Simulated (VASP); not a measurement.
## PbS: relaxation of cell and atoms with PBE

The system is PbS.

```
Pb S
1.0
    -2.12492    2.12492    3.00523
     2.12492   -2.12492    3.00523
     2.12492    2.12492   -3.00523
Pb S
1 1
Direct
  0.50101 0.50101 0.00000
  0.99900 0.99900 0.00000
```

| Property | Result |
| --- | --- |
| Program | VASP 6.6.1 |
| Task | relaxation of cell and atoms |
| Functional | PBE |
| Potentials or basis | VASP PAW PBE potentials, release 64 (Pb_d, S) |
| Cutoff | 500 eV |
| k mesh | 12 × 12 × 12 |
| Occupations | gaussian, width 0.01 eV |
| Spin | no spin polarisation |
| Dipole correction | no |
| Further INCAR settings | ALGO = Normal; EDIFF = 1e-07; IBRION = 2; EDIFFG = -0.001; NSW = 80; ISIF = 3 |

```yaml
Relaxed_volume: 27.09 Å³/atom
Relaxed_cell: a = 4.247 Å, b = 4.247 Å, c = 4.247 Å, α = 120.00°, β = 120.00°, γ = 90.00°
Space_group_after_relaxing_to_0.1_Å: Fm-3m (No. 225)
Energy_gained_by_relaxing: 0.0 meV/atom
Ionic_steps: 9
Pressure_after_relaxing: 0.0 GPa
Band_gap_on_the_k_mesh: 0.49 eV
```

Final structure:
```
Pb S
1.0
    -2.12358    2.12358    3.00329
     2.12358   -2.12358    3.00329
     2.12358    2.12358   -3.00329
Pb S
1 1
Direct
  0.50012 0.50012 0.00000
  0.99989 0.99989 0.00000
```

Levels at points of the mesh, in eV from the valence-band top:
```
           k point  band 8  band 9  band 10  band 11  band 12  band 13
(0.00, 0.00, 0.00)   -1.95   -1.95    -1.95     5.14     5.14     5.14
(0.50, 0.00, 0.00)   -1.59   -1.59     0.00     0.50     2.08     2.08
(0.50, 0.50, 0.00)   -4.84   -3.16    -3.16     4.06     5.49     5.58
(0.50, 0.50, 0.50)   -4.84   -3.16    -3.16     4.06     5.49     5.58
```

Wall time 9.3 min on 1 thread of Oxide Virtual Turin-like Processor (shared host), peak memory 0.24 GiB.

Caveat: spin-orbit coupling is left out, which moves the levels of the heavy elements. A k mesh can miss the band edges.
